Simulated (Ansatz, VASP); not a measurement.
# C in VASP and in Ansatz

File INCAR:

```
PREC     = Accurate       # precision mode
ENCUT    = 520            # plane-wave cutoff, eV
EDIFF    = 1E-6           # SCF threshold, eV
ISMEAR   = -1             # smearing method
SIGMA    = 0.02           # smearing width, eV
LREAL    = F              # projectors in reciprocal space
LASPH    = T              # aspherical terms in the spheres
NELM     = 60             # most SCF steps
ALGO     = Normal         # electronic algorithm
ISIF     = 2              # what is computed and relaxed
LWAVE    = F              # write WAVECAR
LCHARG   = T              # write CHGCAR
GGA      = PE             # functional
LELF     = T              # ELF
LVHAR    = T            
NBANDS   = 11             # bands
```

The input KPOINTS:

```
regular mesh
0
Gamma
  12 12 12
```

The input POSCAR:

```
C
1.0
    0.0392608608      1.7659812790      1.7659812790
    1.7659812790      0.0392608608      1.7659812790
    1.7659812790      1.7659812790      0.0392608608
C
2
Direct
    0.0002892538      0.0002892538      0.0002892538
    0.2497107462      0.2497107462      0.2497107462
```

Input for Ansatz:

```yaml
crystal:
  lattice:
    - [0.0392608608, 1.765981279, 1.765981279]
    - [1.765981279, 0.0392608608, 1.765981279]
    - [1.765981279, 1.765981279, 0.0392608608]
  atoms:
    - { symbol: C, position: [0.0002892538, 0.0002892538, 0.0002892538] }
    - { symbol: C, position: [0.2497107462, 0.2497107462, 0.2497107462] }
kpoints:
  mp_grid: { grid: [12, 12, 12] }
  band_path:
    path:
      - [0.0, 0.0, 0.0]
      - [0.5, 0.0, 0.5]
      - [0.625, 0.25, 0.625]
      - [0.375, 0.375, 0.75]
      - [0.5, 0.5, 0.5]
      - [0.5, 0.25, 0.75]
      - [-0.005208, 0.376302, 0.376302]
    npoints: 1
hamiltonian:
  xc: pbe
scf:
  occupations: { method: fermi_dirac, width: 0.02 }
  n_extra_bands: 4
output:
  forces: true
  stress: true
  eigenvalues: true
  write_density: true
  write_potential: true
  elf: true
  volumetric_format: npy
```

Change from the starting cell: epitaxial_111 strain -3.0%.

Alike in both runs: task single point; functional PBE; k mesh 12 × 12 × 12; occupations fermi-dirac, width 0.02 eV; no spin polarisation.

|  | VASP | Ansatz |
| --- | --- | --- |
| version | VASP 6.6.1 | Ansatz 0.2.0 |
| potentials or method | VASP PAW PBE potentials, release 64 (C) | plane waves, PAW |
| plane-wave cutoff (eV) | 520 | 420 |
| valence electrons in the cell | 8 | 8 |

Ansatz gave:

* gap on the k mesh at the Fermi level (eV): 4.20
* pressure (GPa): 33.6
* traceless stress, the component that is largest in VASP (GPa): -14.37
* rms of the force components (eV/Å): 0.027

**Question.** Which values does VASP return?

**Answer.** gap on the k mesh at the Fermi level (eV): 4.19; pressure (GPa): 34.5; traceless stress, the component that is largest in VASP (GPa): -14.46; rms of the force components (eV/Å): 0.034.

Atom by atom the forces differ by 0.006 eV/Å (rms over components). Both programs put the cell under a high pressure, so it lies far from rest at this level.
